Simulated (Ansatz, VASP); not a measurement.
# Sn: VASP beside Ansatz

```xyz
2
Lattice="0.0000 3.2657 3.2333 3.2657 0.0000 3.2333 3.2657 3.2657 0.0000" Properties=species:S:1:pos:R:3 pbc="T T T"
Sn    4.8985    4.8985    4.8500
Sn    3.2657    3.2657    3.2333
```

Alike in both runs: task single point; functional PBEsol; k mesh 6 × 6 × 6; occupations fermi-dirac, width 0.05 eV; no spin polarisation.

|  | VASP | Ansatz |
| --- | --- | --- |
| version | VASP 6.6.1 | Ansatz 0.2.0 |
| potentials or method | VASP PAW PBE potentials, release 64 (Sn_d) | Ansatz PAW |
| plane-wave cutoff (eV) | 520 | 420 |
| valence electrons in the cell | 28 | 28 |

|  | VASP | Ansatz | Ansatz less VASP |
| --- | --- | --- | --- |
| gap on the k mesh at the Fermi level (eV) | none | none | - |
| pressure (GPa) | 0.6 | 0.7 | +0.07 |
| traceless stress, the component that is largest in VASP (GPa) | 0.21 | 0.21 | -0.001 |

VASP's potentials were made for PBE, not for PBEsol. A gap of «none» marks a metal or a gap that the smearing closes. With one functional, cell and mesh, what is left measures potentials, basis and numerics.
